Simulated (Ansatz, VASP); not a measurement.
MnO2 in VASP and in Ansatz

File INCAR:

```
SYSTEM = MnO2
PREC = Accurate
ENCUT = 520
EDIFF = 1E-7
ISMEAR = 0
SIGMA = 0.03
LREAL = .False.
LASPH = .True.
NELM = 150
ALGO = Normal
ISIF = 2
LWAVE = .False.
LCHARG = .False.
ISPIN = 2
MAGMOM = 0 4.5 0 0 0 0
LORBIT = 11
LMAXMIX = 4
LDAU = .True.
LDAUTYPE = 2
LDAUL = 2 -1
LDAUU = 3.9 0
LDAUJ = 0 0
LDAUPRINT = 1
GGA = PS
NBANDS = 38
```

The input KPOINTS:

```
Automatic mesh
0
Gamma
  5 5 7
  0 0 0
```

File POSCAR:

```
MnO2
1.0
    4.3983000000      0.0000000000      0.0000000000
    0.0000000000      4.3983000000      0.0000000000
    0.0000000000      0.0000000000      2.8730000000
Mn O
2 4
Direct
    0.0000000000      0.0000000000      0.0000000000
    0.5000000000      0.5000000000      0.5000000000
    0.3051500000      0.3051500000      0.0000000000
    0.1948500000      0.8051500000      0.5000000000
    0.6948500000      0.6948500000      0.0000000000
    0.8051500000      0.1948500000      0.5000000000
```

Input for Ansatz:

```yaml
crystal:
  lattice:
    - [4.3983, 0.0, 0.0]
    - [0.0, 4.3983, 0.0]
    - [0.0, 0.0, 2.873]
  atoms:
    - { symbol: Mn, position: [0.0, 0.0, 0.0] }
    - { symbol: Mn, position: [0.5, 0.5, 0.5], spin: 4.5 }
    - { symbol: O, position: [0.30515, 0.30515, 0.0] }
    - { symbol: O, position: [0.19485, 0.80515, 0.5] }
    - { symbol: O, position: [0.69485, 0.69485, 0.0] }
    - { symbol: O, position: [0.80515, 0.19485, 0.5] }
magnetization:
  spin_polarized: true
hamiltonian:
  xc: pbesol
  pseudopotentials: { kind: paw }
  hubbard: { sites: [{ species: Mn, l: d, u_eff: 3.9 }] }
basis:
  ecutwfc: 420
kpoints:
  mp_grid: { grid: [5, 5, 7] }
scf:
  occupations: { method: gaussian, width: 0.03 }
  lower_state_search: "off"
output:
  forces: true
  stress: true
```

Alike in both runs: task single point; functional PBEsol; k mesh 5 × 5 × 7; occupations gaussian, width 0.03 eV; collinear spin; Hubbard terms Mn d U = 3.9 eV.

|  | VASP | Ansatz |
| --- | --- | --- |
| version | VASP 6.6.1 | Ansatz 0.2.0 |
| potentials or method | VASP PAW PBE potentials, release 64 (Mn_pv, O), cutoff 520 eV | PAW, plane waves, scalar-relativistic |
| valence electrons in the cell | 50 | 54 |

```tsv
	VASP	Ansatz	Ansatz less VASP
pressure (GPa)	0.0	-0.2	-0.12
traceless stress, the component that is largest in VASP (GPa)	-1.51	0.00	+1.507
rms of the force components (eV/Å)	0.108	0.011	-0.0973
net moment per atom (μB)	0.34	0.00	-0.335
size of the moment on the site where the two differ most (μB)	1.04	2.55	+1.511
```

The net moments are unlike, so the other rows may belong to different states. VASP's potentials were made for PBE, not for PBEsol. Site moments also hang on the region over which each program counts them. The programs project onto different local orbitals, so the same U acts differently, and such runs can settle in different states. Atom by atom the forces differ by 0.103 eV/Å (rms over components). VASP's potentials hold 50 valence electrons a cell and Ansatz's 54, so a difference there can come from the potentials and not from the codes. Ansatz's warnings: seeded moment not kept.
